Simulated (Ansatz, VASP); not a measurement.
## One calculation of V3F, two programs

```
CELL_PARAMETERS angstrom
3.71708 0.00000 0.00000
0.00000 3.71708 0.00000
0.00000 0.00000 3.71708
ATOMIC_POSITIONS crystal
V 0.00000 0.50000 0.50000
V 0.50000 0.00000 0.50000
V 0.50000 0.50000 0.00000
F 0.00000 0.00000 0.00000
```

Alike in both runs: functional PBE; k mesh 12 × 12 × 12; occupations gaussian, width 0.1 eV; no spin polarisation.

Ansatz relaxed the structure, and its values are those at the end. VASP's run is a single point on that final structure, the one shown.

|  | VASP | Ansatz |
| --- | --- | --- |
| version | VASP 6.6.1 | Ansatz 0.2.0 |
| potentials or method | VASP PAW PBE potentials, release 64 (V_sv, F), cutoff 520 eV | scalar-relativistic, plane waves, PAW |
| valence electrons in the cell | 46 | 46 |

|  | VASP | Ansatz | Ansatz less VASP |
| --- | --- | --- | --- |
| gap on the k mesh at the Fermi level (eV) | none | none | - |
| pressure (GPa) | 0.0 | 0.0 | -0.03 |

A gap of «none» marks a metal or a gap that the smearing closes. The functional is the same, so the differences come from potentials, cutoffs and numerics.
